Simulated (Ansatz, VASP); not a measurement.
## EuS in VASP and in Ansatz

```
Eu S
1.0
     0.00000    2.95851    2.95851
     2.95851    0.00000    2.95851
     2.95851    2.95851    0.00000
Eu S
1 1
Direct
  0.00000 0.00000 0.00000
  0.50000 0.50000 0.50000
```

Alike in both runs: task single point; functional LDA; k mesh 8 × 8 × 8; occupations fermi-dirac, width 0.05 eV; collinear spin.

```csv
,VASP,Ansatz
version,VASP 6.6.1,Ansatz 0.2.0
potentials or method,"VASP PAW PBE potentials, release 64 (Eu, S)",Ansatz PAW
plane-wave cutoff (eV),600,420
valence electrons in the cell,23,23
```

|  | VASP | Ansatz | Ansatz less VASP |
| --- | --- | --- | --- |
| gap on the k mesh at the Fermi level (eV) | none | none | - |
| pressure (GPa) | -6.9 | -6.8 | +0.15 |
| net moment per atom (μB) | 3.47 | 3.48 | +0.008 |
| size of the moment on the site where the two differ most (μB) | 6.58 | 6.73 | +0.143 |

VASP's potentials were made for PBE, not for LDA. LDA's correlation is that of Perdew and Zunger in VASP and of Perdew and Wang (1992) in Ansatz. Site moments also hang on the region over which each program counts them. A gap of «none» marks a metal or a gap that the smearing closes.

Neither program's run includes spin-orbit coupling.
